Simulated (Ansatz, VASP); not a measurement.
BiTe: VASP beside Ansatz

```xyz
2
Lattice="0.0000 3.2350 3.2350 3.2350 0.0000 3.2350 3.2350 3.2350 0.0000" Properties=species:S:1:pos:R:3 pbc="T T T"
Bi    0.0000    0.0000    0.1000
Te    3.2350    3.2350    3.2350
```

Change from the starting cell: all Bi atoms moved -0.100 Å, as atom 1 towards its neighbour atom 2 (Te) at 3.235 Å.

Alike in both runs: task single point; functional PBEsol; k mesh 14 × 14 × 14; occupations gaussian, width 0.15 eV; no spin polarisation.

```csv
,VASP,Ansatz
version,VASP 6.6.1,Ansatz 0.2.0
potentials or method,"VASP PAW PBE potentials, release 64 (Bi_d, Te), cutoff 520 eV","scalar-relativistic, plane waves, PAW"
valence electrons in the cell,21,31
```

|  | VASP | Ansatz | Ansatz less VASP |
| --- | --- | --- | --- |
| gap on the k mesh at the Fermi level (eV) | none | none | - |
| pressure (GPa) | -1.6 | -1.5 | +0.02 |
| traceless stress, the component that is largest in VASP (GPa) | 0.16 | 0.16 | -0.002 |
| rms of the force components (eV/Å) | 0.135 | 0.134 | -0.0011 |

VASP's potentials were made for PBE, not for PBEsol. Atom by atom the forces differ by 0.001 eV/Å (rms over components). A gap of «none» marks a metal or a gap that the smearing closes. VASP's potentials hold 21 valence electrons a cell and Ansatz's 31, so a difference there can come from the potentials and not from the codes.

Spin-orbit coupling is off throughout.
